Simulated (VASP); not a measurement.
Runs of VASP 6.6.1 on Nb. The structure is that of space group Pm-3m (No. 221), or close to it. The cells are those of the table. 

| task | cell | gap on the mesh (eV) | pressure (GPa) |
| --- | --- | --- | --- |
| single point | a = 2.655 Å, 1 atom | none | (a) |
| single point | a = 2.673 Å, 1 atom | none | -2.9 |
| relaxation of cell and atoms | relaxed from a = 2.730 Å, 1 atom | none | 0.0 |
| single point | a = 2.637 Å, 1 atom | none | 2.8 |

Alike in all rows: level LDA; potentials or basis VASP PAW LDA potentials, release 64 (Nb_sv); no spin polarisation; k mesh 9 × 9 × 9; cutoff (eV) 500; smearing fermi-dirac 0.1 eV.

Problem. Estimate the missing entries.

Solution. (a) -0.1.

A k mesh can miss the band edges, and the runs leave out spin-orbit coupling on Nb.

A gap of «none» marks levels without a gap at the run's occupations.
